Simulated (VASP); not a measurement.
The system is Fe.

```
Fe
1.0
     0.00000    2.43988    2.43988
     2.43988    0.00000    2.43988
     2.43988    2.43988    0.00000
Fe
2
Cartesian
  0.6100 0.6100 0.6100
  4.2698 4.2698 4.2698
```

This cell differs from its parent crystal: volume scaled by 1.08.

Base run:

| Property | Result |
| --- | --- |
| Program | VASP 6.6.1 |
| Functional | LDA |
| Potentials or basis | VASP PAW LDA potentials, release 64 (Fe) |
| Cutoff | 520 eV |
| k mesh | 13 × 13 × 13 |
| Occupations | fermi-dirac, width 0.1 eV |
| Spin | no spin polarisation |

Its results: band gap on the k mesh zero (band 8 reaches 3.71 eV, above the bottom of band 9 at 2.92 eV); pressure -13.5 GPa.

Q: The run is repeated on the same cell with these changes: potentials or basis from VASP PAW LDA potentials, release 64 (Fe) to VASP PAW LDA potentials, release 64 (Fe_sv); cutoff from 520 eV to 600 eV; further incar settings from ALGO = Normal; EDIFF = 1e-06; NBANDS = 15 to ALGO = Normal; EDIFF = 1e-06; NBANDS = 23; valence electrons from 16 to 32. What comes out?

A: Band gap on the k mesh zero (band 16 reaches 8.45 eV, above the bottom of band 17 at 7.66 eV); pressure -14.7 GPa.

Caveats: the run has no spin polarisation, though such a crystal can be magnetic.
